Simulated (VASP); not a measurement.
A run of VASP 6.6.1 is set up as follows.

File INCAR:

```
PREC     = Accurate       # precision mode
ENCUT    = 520            # plane-wave cutoff, eV
EDIFF    = 1E-6           # SCF threshold, eV
ISMEAR   = 0              # smearing method
SIGMA    = 0.05           # smearing width, eV
LREAL    = F              # projectors in reciprocal space
LASPH    = T              # aspherical terms in the spheres
NELM     = 100            # most SCF steps
ALGO     = Normal         # electronic algorithm
ISIF     = 2              # what is computed and relaxed
LWAVE    = F              # write WAVECAR
LCHARG   = T              # write CHGCAR
GGA      = PS             # functional
IVDW     = 12             # dispersion correction
LELF     = T              # ELF
LVHAR    = T            
ISYM     = 0            
NBANDS   = 31             # bands
```

KPOINTS

```
Automatic mesh
0
Gamma
  8 11 3
```

POSCAR

```
C
1.0
    0.0000000000      1.4191802056     -3.2829684911
   -2.4580922212      0.0000000000      0.0000000000
    2.4580922212     11.9536548796      2.5144390745
C
10
Direct
    0.2420138739      0.3073531954      0.7073531954
    0.7419041910      0.6543867554      0.0543867554
    0.8669316118      0.3176283654      0.2176283654
   -0.0080409675      0.9808699754      0.3808699754
    0.1169864532      0.6441115854      0.5441115854
    0.7831232297      0.2088548546      0.1088548546
   -0.0918493496      0.8720964645      0.2720964645
    0.0331780711      0.5353380745      0.4353380745
    0.1582054918      1.1985796845      0.5985796845
    0.2832329125      0.8618212945      0.7618212945
```

Potentials or basis: VASP PAW PBE potentials, release 64 (C).

Launch:

```bash
$ cat potpaw_PBE.64/C/POTCAR > POTCAR
$ mpirun -np 1 vasp_std > vasp.out
```

Problem. What does it give for the pressure?

Solution. -0.7 GPa.

Problem. What does it give for the largest force?

Solution. 2.584 eV/Å.

Problem. Estimate the dispersion energy per atom.

Solution. -0.099 eV.

Forces in eV/Å, atoms in the order of the input:
```
C    0.000  2.580  0.139
C    0.000  1.399 -0.151
C    0.000  0.810  0.101
C    0.000  0.133 -0.004
C    0.000  0.155  0.009
C    0.000 -2.579 -0.139
C    0.000 -0.155 -0.010
C    0.000 -0.133  0.004
C    0.000 -0.810 -0.101
C    0.000 -1.399  0.151
```

Caveat: the PAW data sets were made with another functional, which shifts forces and pressure a little.
